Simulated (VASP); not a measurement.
Runs of VASP 6.6.1 on Cu4W. The structure is that of space group Im-3m (No. 229), or close to it. The cells are those of the table. 

```csv
task,cell,k mesh,cutoff (eV),gap on the mesh (eV),pressure (GPa),relaxed volume (Å³/atom)
single point,"a = 4.889 Å, angles 109.5°, 5 atoms",6 × 6 × 6,520,none,0.7,-
relaxation of cell and atoms,"relaxed from a = 4.495 Å, angles 109.5°, 5 atoms",6 × 6 × 6,600,none,0.0,18.12
single point,"a = 4.895 Å, angles 109.5°, 5 atoms",10 × 10 × 10,520,none,(b),-
relaxation of cell and atoms,"relaxed from a = 4.889 Å, angles 109.5°, 5 atoms",10 × 10 × 10,600,none,0.0,(a)
single point,"a = 4.495 Å, angles 109.5°, 5 atoms",6 × 6 × 6,520,none,42.6,-
```

Alike in all rows: level PBE; potentials or basis VASP PAW PBE potentials, release 64 (Cu, W_sv); no spin polarisation; smearing gaussian 0.1 eV.

Q: Fill in the values left out.

A: (a) 18.17; (b) 0.4.

Caveats: spin-orbit coupling is left out, which moves the levels of the heavy elements; the volume moved by over 15 % at a fixed basis, so the end points are rough (some runs).

A k mesh can miss the band edges, and the runs leave out spin-orbit coupling on W.

A gap of «none» marks levels without a gap at the run's occupations.
